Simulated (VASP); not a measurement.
# Au (Fmmm) in VASP: single point with r2SCAN

Aim: the single point of Au with r2SCAN.

Everything below comes from runs of VASP 6.6.1. Logs are shortened: lines on timing, memory, paths and dates and some standing lists are left out, and cuts for length are marked.

### 1 The cell of the first run

Symmetry: Fmmm, No. 69, orthorhombic system. Conventional cell: a = 3.275 Å, b = 4.539 Å, c = 4.725 Å, α = 90.00°, β = 90.00°, γ = 90.00°. Au (site symmetry mmm) has 14 Au at 2.80 to 3.28 Å within 3.7 Å.

### 2 Single point, r2SCAN (strain -0.0400 x Voigt [0, 0, 0, 0, 0, 1])

Input file POSCAR:

```
Au
1.0
   -1.6704417415      1.6704417415      1.6376879819
    1.6704417415     -1.6704417415      1.6376879819
    1.6049342223      1.6049342223     -1.6376879819
Au
1
Direct
    0.0000000000      0.0000000000      0.0000000000
```

Input file INCAR.step1:

```
SYSTEM = Au
ALGO     = Normal         ! electronic algorithm
EDIFF    = 1E-4           ! SCF threshold, eV
ENCUT    = 520            ! plane-wave cutoff, eV
GGA      = PE             ! functional
ISMEAR   = 0              ! smearing method
LASPH    = .True.         ! aspherical terms in the spheres
LCHARG   = .False.        ! write CHGCAR
LREAL    = .False.        ! projectors in reciprocal space
LWAVE    = .True.         ! write WAVECAR
NBANDS   = 12             ! bands
NELM     = 60             ! most SCF steps
PREC     = Accurate       ! precision mode
SIGMA    = 0.15           ! smearing width, eV
```

Input file INCAR.step2:

```
SYSTEM = Au
ALGO     = Normal         ! electronic algorithm
EDIFF    = 1E-6           ! SCF threshold, eV
ENCUT    = 520            ! plane-wave cutoff, eV
ISIF     = 2              ! what is computed and relaxed
ISMEAR   = 0              ! smearing method
ISTART   = 1            
LASPH    = .True.         ! aspherical terms in the spheres
LCHARG   = .False.        ! write CHGCAR
LMIXTAU  = .True.       
LREAL    = .False.        ! projectors in reciprocal space
LWAVE    = .False.        ! write WAVECAR
METAGGA  = R2SCAN         ! meta-GGA
NBANDS   = 12             ! bands
NELM     = 60             ! most SCF steps
PREC     = Accurate       ! precision mode
SIGMA    = 0.15           ! smearing width, eV
```

Input file KPOINTS:

```
k-points
0
Gamma
  26 26 26
  0 0 0
```

Potentials or basis: VASP PAW PBE potentials, release 64 (Au).

Run with:

```
cat potpaw_PBE.64/Au/POTCAR > POTCAR
cp INCAR.step1 INCAR
mpirun -np 1 vasp_std > vasp.out
cp INCAR.step2 INCAR
mpirun -np 1 vasp_std > vasp.out
```

OUTCAR:

```text
SYSTEM = Au
   EDIFF = 1E-6
   ENCUT = 520
   ISIF = 2
   ISMEAR = 0
   ISTART = 1
   LASPH = .True.
   LREAL = .False.
   METAGGA = R2SCAN
   NELM = 60
   PREC = Accurate

 ion  position               nearest neighbor table
   1  0.000  0.000  0.000-

  LATTYP: Found a face centered orthorhombic cell.
 ALAT       =     3.2753759638
 B/A-ratio  =     1.3859292912
 C/A-ratio  =     1.4424978336

  Lattice vectors:

 A1 = (  -0.0655075192,   3.2753759638,   0.0000000000)
 A2 = (  -1.6704417415,   1.6704417415,   1.6376879819)
 A3 = (   1.6049342223,   1.6049342223,   1.6376879819)

Analysis of symmetry for initial positions (statically):
=====================================================================
 Subroutine PRICEL returns:
 Original cell was already a primitive cell.

 Routine SETGRP: Setting up the symmetry group for a
 face centered orthorhombic supercell.

 Subroutine GETGRP returns: Found  8 space group operations
 (whereof  8 operations were pure point group operations)
 out of a pool of  8 trial point group operations.

The static configuration has the point symmetry D_2h.

Analysis of symmetry for dynamics (positions and initial velocities):
=====================================================================
 Subroutine PRICEL returns:
 Original cell was already a primitive cell.

 Routine SETGRP: Setting up the symmetry group for a
 face centered orthorhombic supercell.

 Subroutine GETGRP returns: Found  8 space group operations
 (whereof  8 operations were pure point group operations)
 out of a pool of  8 trial point group operations.

The dynamic configuration has the point symmetry D_2h.

 Subroutine INISYM returns: Found  8 space group operations
 (whereof  8 operations are pure point group operations),
 and found     1 'primitive' translations

----------------------------------------------------------------------------------------

                                     Primitive cell

  volume of cell :      17.5622

  direct lattice vectors                    reciprocal lattice vectors
    -1.670441741  1.670441741  1.637687982     0.006108613  0.305430635  0.305308463
     1.670441741 -1.670441741  1.637687982     0.305430635  0.006108613  0.305308463
     1.604934222  1.604934222 -1.637687982     0.311539248  0.311539248  0.000000000

  length of vectors
     2.874503983  2.874503983  2.798865778     0.431900967  0.431900967  0.440583029

  position of ions in fractional coordinates (direct lattice)
     0.000000000  0.000000000  0.000000000

  ion indices of the primitive-cell ions
   primitive index   ion index
                 1           1

----------------------------------------------------------------------------------------

 KPOINTS: k-points

Automatic generation of k-mesh.
 Grid dimensions read from file:
 generate k-points for:   26   26   26

 Generating k-lattice:

  Cartesian coordinates                     Fractional coordinates (reciprocal lattice)
     0.000234947  0.011747332  0.011742633     0.038461538  0.000000000 -0.000000000
     0.011747332  0.000234947  0.011742633     0.000000000  0.038461538 -0.000000000
     0.011982279  0.011982279  0.000000000     0.000000000  0.000000000  0.038461538

  Length of vectors
     0.016611576  0.016611576  0.016945501

  Shift w.r.t. Gamma in fractional coordinates (k-lattice)
     0.000000000  0.000000000  0.000000000

 Subroutine IBZKPT returns following result:
 ===========================================

 Found   2471 irreducible k-points:

 Following reciprocal coordinates:
            Coordinates               Weight
  0.000000  0.000000  0.000000      1.000000
  0.038462  0.000000 -0.000000      8.000000
  0.076923  0.000000 -0.000000      8.000000
  0.115385  0.000000  0.000000      8.000000
  0.153846  0.000000  0.000000      8.000000
  0.192308  0.000000 -0.000000      8.000000
[... 16 lines left out ...]
  0.346154  0.038462 -0.000000      8.000000
  0.384615  0.038462  0.000000      8.000000
 [... further k-points ...]
   k-points           NKPTS =   2471   k-points in BZ     NKDIM =   2471   number of bands    NBANDS=     12
   number of dos      NEDOS =    301   number of ions     NIONS =      1
   total plane-waves  NPLWV =  13824
   dimension x,y,z NGX =    24 NGY =   24 NGZ =   24
   dimension x,y,z NGXF=    48 NGYF=   48 NGZF=   48
   ions per type =               1
   NGX,Y,Z   is equivalent  to a cutoff of  13.88, 13.88, 14.26 a.u.
   NGXF,Y,Z  is equivalent  to a cutoff of  27.76, 27.76, 28.51 a.u.
 SYSTEM =  Au
   PREC   = accura    normal or accurate (medium, high low for compatibility)
   ISTART =      1    job   : 0-new  1-cont  2-samecut
   ICHARG =      0    charge: 1-file 2-atom 10-const
   ISPIN  =      1    spin polarized calculation?
   LNONCOLLINEAR =      F non collinear calculations
   LSORBIT =      F    spin-orbit coupling
   LASPH  =      T    aspherical Exc in radial PAW
   ENCUT  =  520.0 eV  38.22 Ry    6.18 a.u.   5.34  5.34  5.20*2*pi/ulx,y,z
   NELM   =     60;   NELMIN=  2; NELMDL=  0     # of ELM steps
   EDIFF  = 0.1E-05   stopping-criterion for ELM
   LREAL  =      F    real-space projection
   EDIFFG = 0.1E-04   stopping-criterion for IOM
   NSW    =      0    number of steps for IOM
   IBRION =     -1    ionic relax: 0-MD 1-quasi-New 2-CG
   NFREE  =      0    steps in history (QN), initial steepest desc. (CG)
   ISIF   =      2    stress and relaxation
   ISYM   =      2    0-nonsym 1-usesym 2-fastsym
   POTIM  = 0.5000    time-step for ionic-motion
   TEBEG  =    0.0;   TEEND  =   0.0 temperature during run
   PSTRESS=    0.0 pullay stress
   NELECT =      11.0000    total number of electrons
   NUPDOWN=      -1.0000    fix difference up-down
   EMIN   =  10.00;   EMAX   =-10.00  energy-range for DOS
   EFERMI =   0.00;   METHOD = LEGACY
   ISMEAR =     0;   SIGMA  =   0.15  broadening in eV -4-tet -1-fermi 0-gaus
   EFERMI_NEDOS =   21; number of points for ismear=-14 and -15
   IALGO  =     38    algorithm
   IMIX   =      4    mixing-type and parameters
     AMIX     =   0.40;   BMIX     =  1.00
     AMIX_MAG =   1.60;   BMIX_MAG =  1.00
  volume/ion in A,a.u.               =      17.56       118.52
  Fermi-wavevector in a.u.,A,eV,Ry     =   1.400702  2.646943 26.694178  1.961967
  Thomas-Fermi vector in A             =   2.523637
   LORBIT       =      0    0 simple, 1 ext, 2 COOP (PROOUT), +10 PAW based schemes
   METAGGA = R2SCAN    functional components
   LHFCALC =     F    Hartree Fock is set to
   AEXX    =    0.0000 exact exchange contribution
   IVDW    =     0    specifies the selected vdW correction
   LEPSILON=     F    determine dielectric tensor
   LRPA    =     F    only Hartree local field effects (RPA)
 non-spin polarized calculation
 Gauss-broadening in eV      SIGMA  =   0.15
  energy-cutoff  :      520.00
  volume of cell :       17.56
 maximum number of plane-waves:       486
 NGX is ok and might be reduce to    24
   NGX = 11   NGY = 11   NGZ = 11

 number of electron      11.0000001 magnetization

 Free energy of the ion-electron system (eV)
  ---------------------------------------------------
  ext. energy  EPLUGINS =         0.00000000
  ---------------------------------------------------
  free energy    TOTEN  =       -50.57123756 eV

  energy without entropy =      -50.56816662  energy(sigma->0) =      -50.56970209

 E-fermi :   8.8578     XC(G=0): -13.4088

 val. band max:        8.8515917026   @ k =   0.5000   0.3077   0.0769
 cond. band min:       8.8659501291   @ k =  -0.0769   0.3846   0.1538
 fundamental gap:      0.0143584265
 Fermi energy:         8.8578039727

 k-point     1 :       0.0000    0.0000    0.0000
  band No.  band energies     occupation
      1      -0.9121      2.00000
      2       3.6278      2.00000
      3       3.8440      2.00000
      4       4.0911      2.00000
      5       5.7568      2.00000
      6       5.7753      2.00000
      7      25.8798      0.00000
      8      26.2673      0.00000
      9      26.5740      0.00000
     10      32.9789      0.00000
     11      33.5505      0.00000
     12      34.2597      0.00000

 k-point     2 :       0.0385    0.0000   -0.0000
  band No.  band energies     occupation
      1      -0.8565      2.00000
      2       3.6353      2.00000
      3       3.8550      2.00000
      4       4.0965      2.00000
      5       5.7385      2.00000
      6       5.7731      2.00000
      7      25.9183      0.00000
      8      26.2702      0.00000
      9      26.6071      0.00000
     10      32.4618      0.00000
     11      32.7756      0.00000
     12      33.7532      0.00000

 k-point     3 :       0.0769    0.0000   -0.0000
  band No.  band energies     occupation
      1      -0.6919      2.00000
      2       3.6404      2.00000
      3       3.8831      2.00000
      4       4.1344      2.00000
      5       5.6823      2.00000
      6       5.7736      2.00000
      7      25.9928      0.00000
      8      26.2349      0.00000
      9      26.7135      0.00000
     10      31.4038      0.00000
     11      31.6619      0.00000
     12      33.0546      0.00000

 k-point     4 :       0.1154    0.0000    0.0000
  band No.  band energies     occupation
      1      -0.4249      2.00000
      2       3.6161      2.00000
      3       3.9019      2.00000
      4       4.2575      2.00000
      5       5.6042      2.00000
      6       5.7773      2.00000
      7      25.8514      0.00000
      8      26.1162      0.00000
      9      26.9274      0.00000
     10      30.2784      0.00000
     11      30.8547      0.00000
     12      32.1565      0.00000

 k-point     5 :       0.1538    0.0000    0.0000
  band No.  band energies     occupation
      1      -0.0690      2.00000
      2       3.5549      2.00000
      3       3.9070      2.00000
      4       4.4800      2.00000
      5       5.5264      2.00000
      6       5.7844      2.00000
      7      25.0862      0.00000
      8      25.8990      0.00000
      9      27.2833      0.00000
     10      29.5505      0.00000
     11      30.4498      0.00000
     12      31.1368      0.00000
[... 228 lines left out ...]
      1       1.3734      2.00000
      2       3.1827      2.00000
      3       4.3446      2.00000
      4       5.4791      2.00000
      5       5.8026      2.00000
      6       5.8662      2.00000
      7      19.6229      0.00000
      8      23.7226      0.00000
      9      26.5447      0.00000
     10      29.2521      0.00000
     11      30.2490      0.00000
     12      32.4024      0.00000

 k-point    22 :       0.3077    0.0385    0.0000
  band No.  band energies     occupation
      1       1.5694      2.00000
      2       3.0683      2.00000
      3       4.8083      2.00000
      4       5.5600      2.00000
      5       5.8812      2.00000
      6       6.2885      2.00000
      7      17.9267      0.00000
      8      23.0936      0.00000
      9      25.5753      0.00000
     10      29.8301      0.00000
     11      30.5300      0.00000
     12      33.3006      0.00000

 k-point    23 :       0.3462    0.0385   -0.0000
  band No.  band energies     occupation
      1       1.6449      2.00000
      2       2.9685      2.00000
      3       5.2911      2.00000
      4       5.7255      2.00000
      5       5.9900      2.00000
      6       6.7776      2.00000
      7      16.2878      0.00000
      8      22.5497      0.00000
      9      24.7200      0.00000
     10      30.3257      0.00000
     11      30.8720      0.00000
     12      33.7194      0.00000

 k-point    24 :       0.3846    0.0385    0.0000
  band No.  band energies     occupation
      1       1.6526      2.00000
      2       2.8896      2.00000
      3       5.4993      2.00000
      4       5.8398      2.00000
      5       6.4265      2.00000
      6       7.3470      2.00000
      7      14.7520      0.00000
      8      22.1122      0.00000
      9      24.0356      0.00000
     10      30.6846      0.00000
     11      31.2541      0.00000
     12      33.3947      0.00000

 [... further k-points ...]
[... 5 lines left out ...]
  --------------------------------------------------------------------------------------
  -------------------------------------------------------------------------------------
  Total        0.0975794      0.0975794      0.1126173      0.2680359      0.0000000      0.0000000
  in kB        8.9020263      8.9020263     10.2739125     24.4525284      0.0000000      0.0000000
  external PRESSURE =       9.3593217 kB  Pullay stress =       0.0000000 kB

 VOLUME and BASIS-vectors are now :
 -----------------------------------------------------------------------------
  energy-cutoff  :      520.00
  volume of cell :       17.56
      direct lattice vectors                 reciprocal lattice vectors
    -1.670441741  1.670441741  1.637687982     0.006108613  0.305430635  0.305308463
     1.670441741 -1.670441741  1.637687982     0.305430635  0.006108613  0.305308463
     1.604934222  1.604934222 -1.637687982     0.311539248  0.311539248  0.000000000

 POSITION                                       TOTAL-FORCE (eV/Angst)
 -----------------------------------------------------------------------------------
      0.00000      0.00000      0.00000         0.000000      0.000000      0.000000
 -----------------------------------------------------------------------------------
    total drift:                                0.000000      0.000000     -0.000000

  FREE ENERGIE OF THE ION-ELECTRON SYSTEM (eV)
  ---------------------------------------------------
  free  energy   TOTEN  =       -50.5712375588 eV

  energy  without entropy=      -50.5681666168  energy(sigma->0) =      -50.56970209
```

Wall time 8.6 min (1 thread of Intel Xeon 6975P-C (Granite Rapids), shared host); peak memory 0.58 GiB.

Results:

| Quantity | Value |
| --- | --- |
| Free energy | -50.5712 eV |
| Pressure | 0.9 GPa |
| Band gap on the k mesh | zero (an odd number of electrons rules out a gap without spin polarisation) |

Levels at points of the mesh, in eV from the Fermi level:
| k point | band 1 | band 2 | band 3 | band 4 | band 5 | band 6 | band 7 | band 8 | band 9 | band 10 |
| --- | --- | --- | --- | --- | --- | --- | --- | --- | --- | --- |
| (0.00, 0.00, 0.00) | -9.77 | -5.23 | -5.01 | -4.77 | -3.10 | -3.08 | 17.02 | 17.41 | 17.72 | 24.12 |
| (0.50, 0.00, 0.00) | -7.27 | -6.06 | -3.24 | -2.93 | -1.58 | -0.35 | 3.52 | 12.88 | 14.50 | 21.99 |
| (0.50, 0.50, 0.00) | -7.34 | -6.18 | -3.14 | -2.79 | -1.69 | -0.58 | 3.05 | 13.30 | 14.63 | 22.45 |
| (0.00, 0.00, 0.50) | -7.21 | -5.95 | -3.34 | -3.08 | -1.43 | -0.10 | 3.99 | 12.85 | 13.95 | 22.21 |
| (0.50, 0.50, 0.50) | -6.88 | -6.86 | -2.15 | -1.95 | -1.74 | 6.56 | 6.61 | 6.69 | 9.79 | 16.39 |

Caveat: the cell differs from its parent crystal (strain -0.0400 x Voigt [0, 0, 0, 0, 0, 1]); the PAW data sets were made with another functional, which shifts forces and pressure a little; spin-orbit coupling is left out, which moves the levels of the heavy elements.
